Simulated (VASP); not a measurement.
# Sn16Se15 (a cell with a defect) in VASP: single point with PBE

Aim: the single point of Sn16Se15 (a cell with a defect) with PBE.

All numbers are computed with VASP 6.6.1; they aren't measurements. Logs are shortened: lines on timing, memory, paths and dates and some standing lists are left out, and cuts for length are marked.

## 1. The cell of the first run

The cell holds a defect, 31 atoms: a = 10.499 Å, b = 10.499 Å, c = 10.499 Å, α = 109.47°, β = 109.47°, γ = 109.47°.

## 2. Single point, PBE

The input, INCAR:

```
SYSTEM = Sn16Se15
  PREC = Accurate
  ENCUT = 400
  EDIFF = 1E-6
  ISMEAR = 0
  SIGMA = 0.02
  LREAL = Auto
  LASPH = .True.
  NELM = 120
  ALGO = Normal
  ISIF = 2
  LWAVE = .False.
  LCHARG = .False.
  GGA = PE
  NBANDS = 178
  GGA_COMPAT = .False.
  KPAR = 2
  NCORE = 2
```

The input, KPOINTS:

```
Automatic mesh
0
Gamma
  2 2 2
  0.5 0.5 0.5
```

The input, POSCAR:

```
Sn16Se15
1.0
   -6.0615971581      6.0615971581     -6.0615971581
    6.0615971581     -6.0615971581     -6.0615971581
   -6.0615971581     -6.0615971581      6.0615971581
Sn Se
16 15
Direct
    0.4904927958      0.2496567909      0.2502069456
    0.2530917373      0.2613806469      0.5042374169
   -0.0523071363      0.2490377910      0.7291766121
    0.7477984335     -0.0094481600      0.2489292691
    0.7535552674      0.2591740886      0.0092960874
    0.5466291085      0.0481437562      0.5292401158
    0.2430022883     -0.0163279174      0.7478504367
   -0.0112131055      0.7547226292      0.2533979578
    1.0142421700      1.0102982701      1.0128147427
    0.7525426992      0.7588016404      0.5011522943
    0.4831595966      0.7443267056      0.7478264487
    0.2531198803      0.4889159102      0.2530317494
    0.2528256224      0.7616881635      0.0043321356
    0.0070254932      0.5081119608      0.5096489226
    0.7476388178      0.4473588556      0.7290451881
    0.5093063383      0.5154442651      0.0133467484
    0.5056977582      0.2493329845      0.7471854242
    0.2687747928      0.2499439975      0.0161479554
   -0.0120833239     -0.0130659955      0.4909219287
    0.0071573607      0.2495465427      0.2428141488
    0.7492059261      0.0030615205      0.7422113783
    0.4875673510     -0.0133346618     -0.0131519574
    0.2290212825      0.7291372049      0.4968081718
    0.2492884188      0.0027313483      0.2411433400
    0.0081479494      0.7505300038      0.7482538614
    0.7498840678      0.7693812016      0.0170340623
    0.4868493375      0.4870681028      0.4898908697
    0.5078892766      0.7496736792      0.2480136185
    0.2503663515      0.5027683978      0.7417580587
   -0.0122911533      0.4875140396     -0.0090776310
    0.7497270854      0.5045569167      0.2385863049
```

Potentials or basis: VASP PAW PBE potentials, release 64 (Sn_d, Se).

Command:

```
$ cat potpaw_PBE.64/Sn_d/POTCAR potpaw_PBE.64/Se/POTCAR > POTCAR
$ mpirun -np 4 vasp_std > vasp.out
```

OUTCAR:

```text
SYSTEM = Sn16Se15
   PREC = Accurate
   ENCUT = 400
   EDIFF = 1E-6
   ISMEAR = 0
   LREAL = Auto
   LASPH = .True.
   NELM = 120
   ISIF = 2
   GGA = PE

 ion  position               nearest neighbor table
   1  0.490  0.250  0.250-  18 2.77  24 2.91  27 2.91  22 3.17  31 3.19
   2  0.253  0.261  0.504-  27 2.88  29 2.92  20 3.01  17 3.08  24 3.14  19 3.19
   3  0.948  0.249  0.729-  21 2.81  30 2.82  15 3.42   6 3.44
   4  0.748  0.991  0.249-  26 2.76  28 2.91  19 2.94  22 3.14  20 3.18
   5  0.754  0.259  0.009-  31 2.90  30 2.92  20 3.02  17 3.04  22 3.13  21 3.15
   6  0.547  0.048  0.529-  17 2.81  21 2.82  15 3.42   3 3.44
   7  0.243  0.984  0.748-  25 2.84  22 2.91  23 2.98  18 3.09  19 3.12  17 3.21
   8  0.989  0.755  0.253-  19 2.85  31 2.88  26 2.97  23 3.09  24 3.16  30 3.20
   9  0.014  0.010  0.013-  24 2.86  20 2.89  18 2.98  26 3.10  25 3.14  21 3.20
  10  0.753  0.759  0.501-  19 2.87  21 2.96  28 2.96  25 3.10  31 3.12  27 3.19
  11  0.483  0.744  0.748-  29 2.84  22 2.89  23 2.97  26 3.10  27 3.15  21 3.22
  12  0.253  0.489  0.253-  27 2.86  20 2.88  18 2.98  23 3.09  28 3.16  30 3.19
  13  0.253  0.762  0.004-  22 2.90  24 2.92  25 2.97  28 3.10  29 3.15  30 3.19
  14  0.007  0.508  0.510-  23 2.77  25 2.91  29 2.92  31 3.18  20 3.19
  15  0.748  0.447  0.729-  17 2.81  30 2.83   3 3.42   6 3.42
  16  0.509  0.515  0.013-  28 2.85  31 2.89  26 2.98  18 3.09  29 3.14  17 3.20
  17  0.506  0.249  0.747-  15 2.81   6 2.81   5 3.04   2 3.08  16 3.20   7 3.21
  18  0.269  0.250  0.016-   1 2.77   9 2.98  12 2.98  16 3.09   7 3.09
  19  0.988  0.987  0.491-   8 2.85  10 2.87   4 2.94   7 3.12   2 3.19
  20  0.007  0.250  0.243-  12 2.88   9 2.89   2 3.01   5 3.02   4 3.18  14 3.19
  21  0.749  0.003  0.742-   3 2.81   6 2.82  10 2.96   5 3.15   9 3.20  11 3.22
  22  0.488  0.987  0.987-  11 2.89  13 2.90   7 2.91   5 3.13   4 3.14   1 3.17
  23  0.229  0.729  0.497-  14 2.77  11 2.97   7 2.98  12 3.09   8 3.09
  24  0.249  0.003  0.241-   9 2.86   1 2.91  13 2.92   2 3.14   8 3.16
  25  0.008  0.751  0.748-   7 2.84  14 2.91  13 2.97  10 3.10   9 3.14
  26  0.750  0.769  0.017-   4 2.76   8 2.97  16 2.98   9 3.10  11 3.10
  27  0.487  0.487  0.490-  12 2.86   2 2.88   1 2.91  11 3.15  10 3.19
  28  0.508  0.750  0.248-  16 2.85   4 2.91  10 2.96  13 3.10  12 3.16
  29  0.250  0.503  0.742-  11 2.84  14 2.92   2 2.92  16 3.14  13 3.15
  30  0.988  0.488  0.991-   3 2.82  15 2.83   5 2.92  12 3.19  13 3.19   8 3.20
  31  0.750  0.505  0.239-   8 2.88  16 2.89   5 2.90  10 3.12  14 3.18   1 3.19

  LATTYP: Found a body centered cubic cell.
 ALAT       =    12.1231943162

  Lattice vectors:

 A1 = (  -6.0615971581,   6.0615971581,  -6.0615971581)
 A2 = (   6.0615971581,  -6.0615971581,  -6.0615971581)
 A3 = (  -6.0615971581,  -6.0615971581,   6.0615971581)

Analysis of symmetry for initial positions (statically):
=====================================================================
 Subroutine PRICEL returns:
 Original cell was already a primitive cell.

 Routine SETGRP: Setting up the symmetry group for a
 body centered cubic supercell.

 Subroutine GETGRP returns: Found  1 space group operations
 (whereof  1 operations were pure point group operations)
 out of a pool of 48 trial point group operations.

The static configuration has the point symmetry C_1 .

Analysis of symmetry for dynamics (positions and initial velocities):
=====================================================================
 Subroutine PRICEL returns:
 Original cell was already a primitive cell.

 Routine SETGRP: Setting up the symmetry group for a
 body centered cubic supercell.

 Subroutine GETGRP returns: Found  1 space group operations
 (whereof  1 operations were pure point group operations)
 out of a pool of 48 trial point group operations.

The dynamic configuration has the point symmetry C_1 .

 Subroutine INISYM returns: Found  1 space group operations
 (whereof  1 operations are pure point group operations),
 and found     1 'primitive' translations

----------------------------------------------------------------------------------------

                                     Primitive cell

  volume of cell :     890.8841

  direct lattice vectors                    reciprocal lattice vectors
    -6.061597158  6.061597158 -6.061597158    -0.082486511  0.000000000 -0.082486511
     6.061597158 -6.061597158 -6.061597158     0.000000000 -0.082486511 -0.082486511
    -6.061597158 -6.061597158  6.061597158    -0.082486511 -0.082486511  0.000000000

  length of vectors
    10.498994253 10.498994253 10.498994253     0.116653542  0.116653542  0.116653542

  position of ions in fractional coordinates (direct lattice)
     0.490492796  0.249656791  0.250206946
     0.253091737  0.261380647  0.504237417
     0.947692864  0.249037791  0.729176612
     0.747798434  0.990551840  0.248929269
     0.753555267  0.259174089  0.009296087
     0.546629108  0.048143756  0.529240116
[... 23 lines left out ...]
     0.987708847  0.487514040  0.990922369
     0.749727085  0.504556917  0.238586305

  ion indices of the primitive-cell ions
   primitive index   ion index
                 1           1
                 2           2
                 3           3
                 4           4
                 5           5
                 6           6
[... 23 lines left out ...]
                30          30
                31          31

----------------------------------------------------------------------------------------

 KPOINTS: Automatic mesh

Automatic generation of k-mesh.
 Grid dimensions read from file:
 generate k-points for:    2    2    2

 Generating k-lattice:

  Cartesian coordinates                     Fractional coordinates (reciprocal lattice)
    -0.041243255  0.000000000 -0.041243255     0.500000000  0.000000000  0.000000000
     0.000000000 -0.041243255 -0.041243255     0.000000000  0.500000000  0.000000000
    -0.041243255 -0.041243255  0.000000000     0.000000000  0.000000000  0.500000000

  Length of vectors
     0.058326771  0.058326771  0.058326771

  Shift w.r.t. Gamma in fractional coordinates (k-lattice)
     0.500000000  0.500000000  0.500000000

 Subroutine IBZKPT returns following result:
 ===========================================

 Found      4 irreducible k-points:

 Following reciprocal coordinates:
            Coordinates               Weight
  0.250000  0.250000  0.250000      2.000000
 -0.250000  0.250000  0.250000      2.000000
  0.250000 -0.250000  0.250000      2.000000
  0.250000  0.250000 -0.250000      2.000000
   k-points           NKPTS =      4   k-points in BZ     NKDIM =      4   number of bands    NBANDS=    178
   number of dos      NEDOS =    301   number of ions     NIONS =     31
   total plane-waves  NPLWV = 343000
   dimension x,y,z NGX =    70 NGY =   70 NGZ =   70
   dimension x,y,z NGXF=   140 NGYF=  140 NGZF=  140
   ions per type =              16  15
   NGX,Y,Z   is equivalent  to a cutoff of  11.08, 11.08, 11.08 a.u.
   NGXF,Y,Z  is equivalent  to a cutoff of  22.17, 22.17, 22.17 a.u.
 SYSTEM =  Sn16Se15
   PREC   = accura    normal or accurate (medium, high low for compatibility)
   ISTART =      0    job   : 0-new  1-cont  2-samecut
   ICHARG =      2    charge: 1-file 2-atom 10-const
   ISPIN  =      1    spin polarized calculation?
   LNONCOLLINEAR =      F non collinear calculations
   LSORBIT =      F    spin-orbit coupling
   LASPH  =      T    aspherical Exc in radial PAW
   ENCUT  =  400.0 eV  29.40 Ry    5.42 a.u.  17.12 17.12 17.12*2*pi/ulx,y,z
   NELM   =    120;   NELMIN=  2; NELMDL= -5     # of ELM steps
   EDIFF  = 0.1E-05   stopping-criterion for ELM
   LREAL  =      T    real-space projection
   EDIFFG = 0.1E-04   stopping-criterion for IOM
   NSW    =      0    number of steps for IOM
   IBRION =     -1    ionic relax: 0-MD 1-quasi-New 2-CG
   NFREE  =      0    steps in history (QN), initial steepest desc. (CG)
   ISIF   =      2    stress and relaxation
   ISYM   =      2    0-nonsym 1-usesym 2-fastsym
   POTIM  = 0.5000    time-step for ionic-motion
   TEBEG  =    0.0;   TEEND  =   0.0 temperature during run
   PSTRESS=    0.0 pullay stress
   NELECT =     314.0000    total number of electrons
   NUPDOWN=      -1.0000    fix difference up-down
   EMIN   =  10.00;   EMAX   =-10.00  energy-range for DOS
   EFERMI =   0.00;   METHOD = LEGACY
   ISMEAR =     0;   SIGMA  =   0.02  broadening in eV -4-tet -1-fermi 0-gaus
   EFERMI_NEDOS =   21; number of points for ismear=-14 and -15
   IALGO  =     38    algorithm
   IMIX   =      4    mixing-type and parameters
     AMIX     =   0.40;   BMIX     =  1.00
     AMIX_MAG =   1.60;   BMIX_MAG =  1.00
  volume/ion in A,a.u.               =      28.74       193.93
  Fermi-wavevector in a.u.,A,eV,Ry     =   1.156408  2.185294 18.194783  1.337279
  Thomas-Fermi vector in A             =   2.293028
   LORBIT       =      0    0 simple, 1 ext, 2 COOP (PROOUT), +10 PAW based schemes
   GGA     = PE    functional components
   LHFCALC =     F    Hartree Fock is set to
   AEXX    =    0.0000 exact exchange contribution
   IVDW    =     0    specifies the selected vdW correction
   LEPSILON=     F    determine dielectric tensor
   LRPA    =     F    only Hartree local field effects (RPA)
 non-spin polarized calculation
 Gauss-broadening in eV      SIGMA  =   0.02
  energy-cutoff  :      400.00
  volume of cell :      890.88
 maximum number of plane-waves:     16196
 NGX is ok and might be reduce to    70
   NGX = 35   NGY = 35   NGZ = 35

 number of electron     314.0000004 magnetization

 Free energy of the ion-electron system (eV)
  ---------------------------------------------------
  ext. energy  EPLUGINS =         0.00000000
  ---------------------------------------------------
  free energy    TOTEN  =      -125.66287746 eV

  energy without entropy =     -125.66287746  energy(sigma->0) =     -125.66287746

 E-fermi :   5.2348     XC(G=0):  -9.3347

 val. band max:        5.1343613398   @ k =   0.2500   0.2500   0.2500
 cond. band min:       5.6140403853   @ k =   0.2500   0.2500  -0.2500
 fundamental gap:      0.4796790455
 Fermi energy:         5.2348463378

 k-point     1 :       0.2500    0.2500    0.2500
  band No.  band energies     occupation
      1     -16.5593      2.00000
      2     -16.5565      2.00000
      3     -16.5511      2.00000
      4     -16.5439      2.00000
      5     -16.5422      2.00000
      6     -16.5190      2.00000
[... 161 lines left out ...]
    168       7.5500      0.00000
    169       7.5842      0.00000

 k-point     2 :      -0.2500    0.2500    0.2500
  band No.  band energies     occupation
      1     -16.5594      2.00000
      2     -16.5565      2.00000
      3     -16.5512      2.00000
      4     -16.5439      2.00000
      5     -16.5422      2.00000
      6     -16.5190      2.00000
[... 161 lines left out ...]
    168       6.7436      0.00000
    169       6.7736      0.00000

 k-point     3 :       0.2500   -0.2500    0.2500
  band No.  band energies     occupation
      1     -16.5593      2.00000
      2     -16.5566      2.00000
      3     -16.5512      2.00000
      4     -16.5439      2.00000
      5     -16.5422      2.00000
      6     -16.5192      2.00000
[... 161 lines left out ...]
    168       6.7360      0.00000
    169       6.7639      0.00000

 k-point     4 :       0.2500    0.2500   -0.2500
  band No.  band energies     occupation
      1     -16.5594      2.00000
      2     -16.5565      2.00000
      3     -16.5512      2.00000
      4     -16.5439      2.00000
      5     -16.5422      2.00000
      6     -16.5192      2.00000
[... 161 lines left out ...]
    168       6.7255      0.00000
    169       6.7682      0.00000
 [bands above 169 left out]

------------------------ aborting loop because EDIFF is reached ----------------------------------------

  FORCE on cell =-STRESS in cart. coord.  units (eV):
  Direction    XX          YY          ZZ          XY          YZ          ZX
  --------------------------------------------------------------------------------------
  -------------------------------------------------------------------------------------
  Total        3.6899703      4.0665684      4.8870943      0.7018726     -0.3710259      0.2341466
  in kB        6.6360897      7.3133686      8.7890128      1.2622566     -0.6672578      0.4210921
  external PRESSURE =       7.5794903 kB  Pullay stress =       0.0000000 kB

 VOLUME and BASIS-vectors are now :
 -----------------------------------------------------------------------------
  energy-cutoff  :      400.00
  volume of cell :      890.88
      direct lattice vectors                 reciprocal lattice vectors
    -6.061597158  6.061597158 -6.061597158    -0.082486511  0.000000000 -0.082486511
     6.061597158 -6.061597158 -6.061597158     0.000000000 -0.082486511 -0.082486511
    -6.061597158 -6.061597158  6.061597158    -0.082486511 -0.082486511  0.000000000

 POSITION                                       TOTAL-FORCE (eV/Angst)
 -----------------------------------------------------------------------------------
     -2.97650     -0.05680     -2.96983        -0.009143      0.001780     -0.003773
     -3.00624     -3.10673     -0.06204         0.001764      0.005725      0.006646
     -8.65494     -0.18501     -2.83412        -0.002343      0.005345     -0.004708
     -0.03744     -2.98038     -9.02827         0.003245     -0.017014     -0.008822
     -3.05309      2.94039     -6.08241         0.003082      0.004129      0.002399
     -6.22966     -0.18642     -0.39723         0.007042      0.007264      0.002909
[... 23 lines left out ...]
     -9.03855     -2.97459     -2.93563        -0.007703      0.002433     -0.006328
     -2.93234      0.03991     -6.15675        -0.017222      0.002745      0.015599
 -----------------------------------------------------------------------------------
    total drift:                                0.018006     -0.013466      0.022590

  FREE ENERGIE OF THE ION-ELECTRON SYSTEM (eV)
  ---------------------------------------------------
  free  energy   TOTEN  =      -125.6628774641 eV

  energy  without entropy=     -125.6628774641  energy(sigma->0) =     -125.66287746
```

Wall time 3.4 min (4 MPI ranks of Intel Xeon Platinum 8488C (Sapphire Rapids), shared host); peak memory 0.51 GiB.

What came out:

| Quantity | Value |
| --- | --- |
| Free energy | -125.6629 eV |
| Pressure | 0.8 GPa |
| Largest force | 0.023 eV/Å |
| Band gap on the k mesh | 0.48 eV |

Forces on the atoms (eV/Å):
```
Sn  -0.009  0.002 -0.004
Sn   0.002  0.006  0.007
Sn  -0.002  0.005 -0.005
Sn   0.003 -0.017 -0.009
Sn   0.003  0.004  0.002
Sn   0.007  0.007  0.003
Sn   0.009 -0.010 -0.016
Sn  -0.009  0.005 -0.008
Sn   0.014  0.004  0.006
Sn  -0.005 -0.005  0.001
Sn  -0.011  0.009 -0.017
Sn   0.010 -0.008 -0.006
Sn  -0.007  0.004  0.011
Sn   0.008  0.005  0.010
Sn   0.007 -0.009 -0.003
Sn   0.009  0.012  0.007
Se   0.004  0.002  0.003
Se   0.013  0.006 -0.005
Se  -0.006 -0.006 -0.009
Se  -0.005 -0.005  0.016
Se   0.001 -0.003  0.002
Se  -0.003 -0.010 -0.003
Se   0.009  0.008 -0.017
Se  -0.007 -0.011  0.006
Se   0.005  0.001  0.012
Se   0.006  0.013 -0.005
Se  -0.016 -0.002 -0.009
Se   0.003 -0.004  0.007
Se  -0.006 -0.009  0.012
Se  -0.008  0.002 -0.006
Se  -0.017  0.003  0.016
```

Stress tensor (GPa, compression positive):
```
 0.66  0.13  0.04
 0.13  0.73 -0.07
 0.04 -0.07  0.88
```

Levels at points of the mesh, in eV from the valence-band top:
```tsv
k point	band 153	band 154	band 155	band 156	band 157	band 158	band 159	band 160	band 161	band 162
(0.25, 0.25, 0.25)	-1.51	-1.15	-1.13	-1.12	0.00	1.08	1.10	1.70	2.07	2.10
```

Caveat: spin-orbit coupling is left out, which moves the levels of the heavy elements.
